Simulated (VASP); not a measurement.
Set up this calculation in VASP 6.6.1, as the native input.

| Quantity | Value |
| --- | --- |
| Task | single point |
| Functional | PBEsol |
| Potentials or basis | VASP PAW PBE potentials, release 64 (Cu, Pd) |
| Cutoff | 520 eV |
| k mesh | 14 × 14 × 14 |
| Occupations | fermi-dirac, width 0.05 eV |
| Spin | no spin polarisation |
| Dipole correction | no |
| Further INCAR settings | ALGO = Normal; EDIFF = 1e-07; NBANDS = 18 |

The structure of CuPd lies in POSCAR:

```
CuPd
1.0
    2.9679457045      0.0000000000      0.0000000000
    0.0000000000      2.9679457045      0.0000000000
    0.0000000000      0.0000000000      2.9679457045
Cu Pd
1 1
Direct
    0.0000000000      0.0000000000      0.0000000000
    0.5000000000      0.5000000000      0.5000000000
```

This cell differs from its parent crystal: volume scaled by 0.98.

The input as run:

INCAR

```
  ALGO = Normal
  EDIFF = 1E-7
  ENCUT = 520
  GGA = PS
  ISIF = 2
  ISMEAR = -1
  LASPH = T
  LCHARG = T
  LELF = T
  LREAL = F
  LVHAR = T
  LWAVE = F
  NBANDS = 18
  NELM = 100
  PREC = Accurate
  SIGMA = 0.05
```

KPOINTS

```
k-points
0
Gamma
  14 14 14
```

Potentials or basis: VASP PAW PBE potentials, release 64 (Cu, Pd).

Command:

```sh
$ cat potpaw_PBE.64/Cu/POTCAR potpaw_PBE.64/Pd/POTCAR > POTCAR
$ mpirun -np 1 vasp_std > vasp.out
```

Results of the run:

```yaml
Pressure: -0.9 GPa
```

Caveat: the PAW data sets were made with another functional, which shifts forces and pressure a little.

Wall time 56 s on 1 thread of Intel Xeon 8259CL, on a shared host, peak memory 0.19 GiB.
